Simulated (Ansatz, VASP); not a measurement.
# One calculation of ZrS, two programs

File INCAR:

```
PREC = Accurate ; ENCUT = 520
EDIFF = 1E-7 ; ISMEAR = 0
SIGMA = 0.15 ; LREAL = F
LASPH = T ; NELM = 100
ALGO = Normal ; ISIF = 2
LWAVE = F ; LCHARG = F
GGA = CA ; NBANDS = 16
```

The input KPOINTS:

```
regular mesh
0
Gamma
  16 16 16
```

POSCAR

```
ZrS
1.0
    0.0000000000      2.5671447275      2.5671447275
    2.5671447275      0.0000000000      2.5671447275
    2.5671447275      2.5671447275      0.0000000000
Zr S
1 1
Direct
    0.0000000000      0.0000000000      0.0000000000
    0.5000000000      0.5000000000      0.5000000000
```

Input for Ansatz:

```yaml
crystal:
  lattice:
    - [0.0, 2.5671447261, 2.5671447261]
    - [2.5671447261, 0.0, 2.5671447261]
    - [2.5671447261, 2.5671447261, 0.0]
  atoms:
    - { symbol: Zr, position: [0.0, 0.0, 0.0] }
    - { symbol: S, position: [0.5, 0.5, 0.5] }
basis:
  ecutwfc: 420
kpoints:
  mp_grid: { grid: [16, 16, 16] }
hamiltonian:
  xc: lda
  pseudopotentials: { kind: paw, azcp: { folder: soft_1 } }
scf:
  occupations: { method: gaussian, width: 0.15 }
output:
  forces: true
  stress: true
  eigenvalues: true
  write_density: true
  write_potential: true
  elf: true
  volumetric_format: npy
```

Alike in both runs: task single point; functional LDA; k mesh 16 × 16 × 16; occupations gaussian, width 0.15 eV; no spin polarisation.

```csv
,VASP,Ansatz
version,VASP 6.6.1,Ansatz 0.2.0
potentials or method,"VASP PAW LDA potentials, release 64 (Zr_sv, S), cutoff 520 eV","scalar-relativistic, plane waves, PAW"
valence electrons in the cell,18,18
```

Ansatz gave:

| Item | Value |
| --- | --- |
| gap on the k mesh at the Fermi level (eV) | none |
| pressure (GPa) | 0.0 |

Estimate VASP's values.

gap on the k mesh at the Fermi level (eV): none; pressure (GPa): 0.2.

Ansatz warns that its potentials were made for another functional, while VASP's fit it. LDA's correlation is that of Perdew and Zunger in VASP and of Perdew and Wang (1992) in Ansatz. A gap of «none» marks a metal or a gap that the smearing closes.
